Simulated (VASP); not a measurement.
# SnO2 (R-3m) in VASP: a series of runs, part 2 of 2

VASP 6.6.1. Earlier steps stand in the parts before.

## Step 4: Single point, PBEsol (13.63 Å³/atom)

This run uses another cell than the first one, of 13.63 Å³/atom.

Contents of INCAR:

```
PREC = Accurate ; ENCUT = 520
EDIFF = 1E-6 ; ISMEAR = -1
SIGMA = 0.05 ; LREAL = False
LASPH = True ; NELM = 80
ALGO = Normal ; ISIF = 2
LWAVE = False ; LCHARG = False
GGA = PS ; NBANDS = 20
```

Contents of KPOINTS:

```
regular mesh
0
Gamma
  10 10 10
```

Contents of POSCAR:

```
SnO2
1.0
    1.5840819130      0.9145701189      4.7025938089
   -1.5840819130      0.9145701189      4.7025938089
    0.0000000000     -1.8291402378      4.7025938089
Sn O
1 2
Direct
    0.5000000000      0.5000000000      0.5000000000
    0.7628300000      0.7628300000      0.7628300000
    0.2371700000      0.2371700000      0.2371700000
```

Potentials or basis: VASP PAW PBE potentials, release 64 (Sn_d, O).

The run is started by

```sh
> cat potpaw_PBE.64/Sn_d/POTCAR potpaw_PBE.64/O/POTCAR > POTCAR
> mpirun -np 1 vasp_std > vasp.out
```

OUTCAR:

```text
PREC = Accurate
   ENCUT = 520
   EDIFF = 1E-6
   ISMEAR = -1
   LREAL = False
   LASPH = True
   NELM = 80
   ISIF = 2
   GGA = PS

 ion  position               nearest neighbor table
   1  0.500  0.500  0.500-   3 2.08   3 2.08   2 2.08   2 2.08   3 2.08   2 2.08
   2  0.763  0.763  0.763-   1 2.08   1 2.08   1 2.08
   3  0.237  0.237  0.237-   1 2.08   1 2.08   1 2.08

  LATTYP: Found a trigonal (rhomboedric) cell.
 ALAT       =     5.0458044493
 COS(alpha) =     0.8028828391

  Lattice vectors:

 A1 = (   1.5840819130,   0.9145701189,   4.7025938089)
 A2 = (  -1.5840819130,   0.9145701189,   4.7025938089)
 A3 = (   0.0000000000,  -1.8291402378,   4.7025938089)

Analysis of symmetry for initial positions (statically):
=====================================================================
 Subroutine PRICEL returns:
 Original cell was already a primitive cell.

 Routine SETGRP: Setting up the symmetry group for a
 trigonal (rhombohedral) supercell.

 Subroutine GETGRP returns: Found 12 space group operations
 (whereof 12 operations were pure point group operations)
 out of a pool of 12 trial point group operations.

The static configuration has the point symmetry D_3d.

Analysis of symmetry for dynamics (positions and initial velocities):
=====================================================================
 Subroutine PRICEL returns:
 Original cell was already a primitive cell.

 Routine SETGRP: Setting up the symmetry group for a
 trigonal (rhombohedral) supercell.

 Subroutine GETGRP returns: Found 12 space group operations
 (whereof 12 operations were pure point group operations)
 out of a pool of 12 trial point group operations.

The dynamic configuration has the point symmetry D_3d.

 Subroutine INISYM returns: Found 12 space group operations
[... 112 lines left out ...]
   EMIN   =  10.00;   EMAX   =-10.00  energy-range for DOS
   EFERMI =   0.00;   METHOD = LEGACY
   ISMEAR =    -1;   SIGMA  =   0.05  broadening in eV -4-tet -1-fermi 0-gaus
   EFERMI_NEDOS =   21; number of points for ismear=-14 and -15
   IALGO  =     38    algorithm
   IMIX   =      4    mixing-type and parameters
     AMIX     =   0.40;   BMIX     =  1.00
     AMIX_MAG =   1.60;   BMIX_MAG =  1.00
  volume/ion in A,a.u.               =      13.63        91.95
  Fermi-wavevector in a.u.,A,eV,Ry     =   1.407899  2.660543 26.969190  1.982180
  Thomas-Fermi vector in A             =   2.530111
   LORBIT       =      0    0 simple, 1 ext, 2 COOP (PROOUT), +10 PAW based schemes
   GGA     = PS    functional components
   LHFCALC =     F    Hartree Fock is set to
   AEXX    =    0.0000 exact exchange contribution
   IVDW    =     0    specifies the selected vdW correction
   LEPSILON=     F    determine dielectric tensor
   LRPA    =     F    only Hartree local field effects (RPA)
 non-spin polarized calculation
  energy-cutoff  :      520.00
  volume of cell :       40.88
 maximum number of plane-waves:      1114
 NGX is ok and might be reduce to    40
   NGX = 19   NGY = 19   NGZ = 19

 number of electron      26.0000004 magnetization

 Free energy of the ion-electron system (eV)
  ---------------------------------------------------
  ext. energy  EPLUGINS =         0.00000000
  ---------------------------------------------------
  free energy    TOTEN  =       -19.29501943 eV

  energy without entropy =      -19.29501943  energy(sigma->0) =      -19.29501943

 E-fermi :   4.9304     XC(G=0): -10.5349

 val. band max:        3.8000004828   @ k =  -0.2000   0.2000   0.0000
 cond. band min:       6.0533882068   @ k =   0.0000   0.0000   0.0000
 fundamental gap:      2.2533877240
 Fermi energy:         4.9304220750

 k-point     1 :       0.0000    0.0000    0.0000
  band No.  band energies     occupation
      1     -16.1662      2.00000
      2     -15.8273      2.00000
      3     -15.8273      2.00000
      4     -15.5734      2.00000
      5     -15.5734      2.00000
      6     -14.3499      2.00000
[... 541 lines left out ...]
     19      17.3142      0.00000
     20      21.0449      0.00000

 [... further k-points ...]

------------------------ aborting loop because EDIFF is reached ----------------------------------------

  FORCE on cell =-STRESS in cart. coord.  units (eV):
  Direction    XX          YY          ZZ          XY          YZ          ZX
  --------------------------------------------------------------------------------------
  -------------------------------------------------------------------------------------
  Total        1.6594370      1.6594370      0.5131609      0.0000000      0.0000000      0.0000000
  in kB       65.0411183     65.0411183     20.1131809      0.0000000      0.0000000      0.0000000
  external PRESSURE =      50.0651392 kB  Pullay stress =       0.0000000 kB

 VOLUME and BASIS-vectors are now :
 -----------------------------------------------------------------------------
  energy-cutoff  :      520.00
  volume of cell :       40.88
      direct lattice vectors                 reciprocal lattice vectors
     1.584081913  0.914570119  4.702593809     0.315640243  0.182234979  0.070882867
    -1.584081913  0.914570119  4.702593809    -0.315640243  0.182234979  0.070882867
     0.000000000 -1.829140238  4.702593809     0.000000000 -0.364469959  0.070882867

 POSITION                                       TOTAL-FORCE (eV/Angst)
 -----------------------------------------------------------------------------------
      0.00000      0.00000      7.05389         0.000000      0.000000      0.000000
      0.00000      0.00000     10.76184        -0.000000      0.000000     -0.352377
      0.00000      0.00000      3.34594        -0.000000      0.000000      0.352377
 -----------------------------------------------------------------------------------
    total drift:                               -0.000000      0.000000      0.000000

  FREE ENERGIE OF THE ION-ELECTRON SYSTEM (eV)
  ---------------------------------------------------
  free  energy   TOTEN  =       -19.2950194340 eV

  energy  without entropy=      -19.2950194339  energy(sigma->0) =      -19.29501943
```

OSZICAR:

```text
N       E                     dE             d eps       ncg     rms          rms(c)
DAV:   1     0.255981771702E+03    0.25598E+03   -0.13964E+04  4892   0.194E+03
DAV:   2     0.667900950512E+01   -0.24930E+03   -0.23592E+03  5004   0.491E+02
DAV:   3    -0.211406671173E+02   -0.27820E+02   -0.27540E+02  5412   0.141E+02
DAV:   4    -0.219180782733E+02   -0.77741E+00   -0.77667E+00  5148   0.252E+01
DAV:   5    -0.219331332107E+02   -0.15055E-01   -0.15054E-01  5656   0.368E+00    0.103E+01
DAV:   6    -0.193384519578E+02    0.25947E+01   -0.95119E+00  6996   0.540E+01    0.445E+00
DAV:   7    -0.193224984160E+02    0.15954E-01   -0.56042E-01  4776   0.595E+00    0.213E+00
DAV:   8    -0.192964614635E+02    0.26037E-01   -0.58843E-02  5024   0.250E+00    0.458E-01
DAV:   9    -0.192945493876E+02    0.19121E-02   -0.90519E-03  6640   0.158E+00    0.813E-02
DAV:  10    -0.192950040203E+02   -0.45463E-03   -0.16540E-03  4812   0.333E-01    0.287E-02
DAV:  11    -0.192950166760E+02   -0.12656E-04   -0.33436E-05  6900   0.562E-02    0.180E-02
DAV:  12    -0.192950192761E+02   -0.26001E-05   -0.45978E-06  4696   0.179E-02    0.456E-03
DAV:  13    -0.192950194340E+02   -0.15792E-06   -0.80472E-07  4048   0.106E-02
   1 F= -.19295019E+02 E0= -.19295019E+02  d E =-.460713E-10
```

stdout:

```text
POSCAR found type information on POSCAR SnO
 POSCAR found :  2 types and       3 ions
 scaLAPACK will be used
 -----------------------------------------------------------------------------
|                                                                             |
|                                                                             |
|     You enforced a specific xc type in the INCAR file but a different       |
|     I HOPE YOU KNOW WHAT YOU ARE DOING!                                     |
|                                                                             |
 -----------------------------------------------------------------------------

 LDA part: xc-table for (Slater+PW92), standard interpolation
 POSCAR, INCAR and KPOINTS ok, starting setup
 FFT: planning ... GRIDC
 FFT: planning ... GRID_SOFT
 FFT: planning ... GRID
 WAVECAR not read
 entering main loop
```

Wall time 3.8 min (1 thread of Intel Xeon 6975P-C (Granite Rapids), shared host); peak memory 0.29 GiB.

Results:

```
Free energy            : -19.2950 eV
Pressure               : 5.0 GPa
Largest force          : 0.352 eV/Å
Band gap on the k mesh : 2.25 eV (least direct gap 2.44 eV)
```

Forces in eV/Å, atoms in the order of the input:
```
Sn   0.000  0.000  0.000
O    0.000  0.000 -0.352
O    0.000  0.000  0.352
```

Caveat: the cell stands under pressure; the PAW data sets were made with another functional, which shifts forces and pressure a little; spin-orbit coupling is left out, which moves the levels of the heavy elements. A k mesh can miss the band edges.

## Step 5: Overview

| level | cell | k mesh | gap on the mesh (eV) | pressure (GPa) | largest force (eV/Å) |
| --- | --- | --- | --- | --- | --- |
| PBEsol | a = 4.793 Å, angles 39.1°, 3 atoms, atomic positions A | 8 × 8 × 8 | 1.79 | 0.7 | 0.05 |
| PBE | a = 5.250 Å, angles 35.9°, 3 atoms, atomic positions B | 8 × 8 × 8 | 2.00 | 0.6 | 0.05 |
| PBEsol | a = 5.046 Å, angles 36.6°, 3 atoms, atomic positions C | 10 × 10 × 10 | 2.25 | 5.0 | 0.35 |

Alike in all rows: task single point; potentials or basis VASP PAW PBE potentials, release 64 (Sn_d, O); no spin polarisation; cutoff (eV) 520; smearing fermi-dirac 0.05 eV.

Caveats: spin-orbit coupling is left out, which moves the levels of the heavy elements; the PAW data sets were made with another functional, which shifts forces and pressure a little (at least some runs); the cell stands under pressure (at least some runs).

Total energies depend on the potentials used, so only differences within one code and one set of settings carry meaning.
